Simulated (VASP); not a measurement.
# Ge5I3: relaxation of cell and atoms with PBE

Ge5I3:

```xyz
8
Lattice="5.7957 0.0000 0.0000 -2.8979 5.0193 0.0000 0.0000 0.0000 9.7950" Properties=species:S:1:pos:R:3 pbc="T T T"
Ge    2.8979    0.0000    4.8975
Ge   -1.4489    2.5096    4.8975
Ge    1.4489    2.5096    4.8975
Ge    0.0000    0.0000    6.8643
Ge    0.0000    0.0000    2.9308
I     2.8979    0.0000    0.0000
I    -1.4489    2.5096    0.0000
I     1.4489    2.5096    0.0000
```

The cell was generated, and may not be a known phase.

- Program: VASP 6.6.1
- Task: relaxation of cell and atoms
- Functional: PBE
- Potentials or basis: VASP PAW PBE potentials, release 64 (Ge_d, I)
- Cutoff: 600 eV
- k mesh: 3 × 3 × 2
- Occupations: gaussian, width 0.1 eV
- Spin: no spin polarisation
- Dipole correction: no
- Further INCAR settings: ALGO = Normal; EDIFF = 1e-06; IBRION = 2; EDIFFG = -0.04; NSW = 90; ISIF = 3

| Quantity | Value |
| --- | --- |
| Relaxed volume | 28.20 Å³/atom |
| Relaxed cell | a = 6.276 Å, b = 6.276 Å, c = 6.613 Å, α = 90.00°, β = 90.00°, γ = 120.00° |
| Space group after relaxing (to 0.1 Å) | P6/mmm (No. 191) |
| Energy gained by relaxing | 382.4 meV/atom |
| Ionic steps | 20 |
| Pressure after relaxing | 0.0 GPa |
| Largest force after relaxing | 0.017 eV/Å |
| Band gap on the k mesh | zero (an odd number of electrons rules out a gap without spin polarisation) |

Forces in eV/Å, atoms in the order of the input:
```
Ge   0.000  0.000  0.000
Ge   0.000  0.000  0.000
Ge   0.000  0.000  0.000
Ge   0.000  0.000 -0.017
Ge   0.000  0.000  0.017
I    0.000  0.000  0.000
I    0.000  0.000  0.000
I    0.000  0.000  0.000
```

Stress tensor (GPa, compression positive):
```
-0.12  0.00  0.00
 0.00 -0.12  0.00
 0.00  0.00  0.19
```

The path:
```tsv
step	energy change (eV)	largest force (eV/Å)	pressure (GPa)	volume (Å³)
1	0.0000	1.7784	2.12	284.94
2	-1.1146	1.3322	-2.57	303.32
3	-1.1370	1.2959	-2.97	305.58
4	-1.8853	1.2856	-2.18	281.02
5	-1.2173	8.2976	7.49	213.34
6	-2.1718	1.1411	-1.55	265.83
7	-2.5375	0.2474	1.01	239.14
8	-2.6412	1.5558	0.37	238.96
9	-2.0929	5.5713	1.07	237.22
10	-2.6666	1.8333	0.20	238.85
11	-2.7296	2.0380	-0.18	239.08
12	-2.7539	2.2605	-0.51	239.24
13	-2.8548	1.6644	-0.77	238.65
14	-2.9968	0.4072	-1.31	236.95
15	-3.0096	0.0745	-1.36	236.35
16	-3.0104	0.0103	-1.40	236.18
17	-3.0370	0.0137	-1.14	232.59
18	-3.0538	0.0203	0.50	222.04
19	-3.0592	0.0168	0.06	225.15
20	-3.0592	0.0170	-0.01	225.56
```

Final structure:
```yaml
crystal:
  lattice:
    - [6.27603, 0.00000, 0.00000]
    - [-3.13801, 5.43520, 0.00000]
    - [0.00000, 0.00000, 6.61250]
  atoms:
    - { symbol: Ge, position: [0.50000, 0.00000, 0.50000] }
    - { symbol: Ge, position: [0.00000, 0.50000, 0.50000] }
    - { symbol: Ge, position: [0.50000, 0.50000, 0.50000] }
    - { symbol: Ge, position: [0.00000, 0.00000, 0.68780] }
    - { symbol: Ge, position: [0.00000, 0.00000, 0.31220] }
    - { symbol: I, position: [0.50000, 0.00000, 0.00000] }
    - { symbol: I, position: [0.00000, 0.50000, 0.00000] }
    - { symbol: I, position: [0.50000, 0.50000, 0.00000] }
```

Levels at points of the mesh, in eV from the Fermi level:
```tsv
k point	band 41	band 42	band 43	band 44	band 45	band 46	band 47	band 48	band 49	band 50
(0.00, 0.00, 0.00)	-3.00	-3.00	-1.59	0.02	0.44	0.44	0.90	0.90	1.18	2.68
(0.00, 0.00, 0.50)	-1.90	-1.90	-1.23	0.05	0.09	0.72	0.72	0.96	0.96	1.95
```

It took 15 min on 1 thread of Intel(R) Xeon(R) 6975P-C (Granite Rapids), on a shared host, peak memory 0.52 GiB.

Caveat: the k points lie up to 0.48 Å⁻¹ apart in the final cell, too coarse for converged energies and pressures of a metal; the volume moved by over 15 % at a fixed basis, so the end points are rough; spin-orbit coupling is left out, which moves the levels of the heavy elements; an odd number of electrons without spin polarisation forces a metal; a magnetic or distorted state may lie lower.
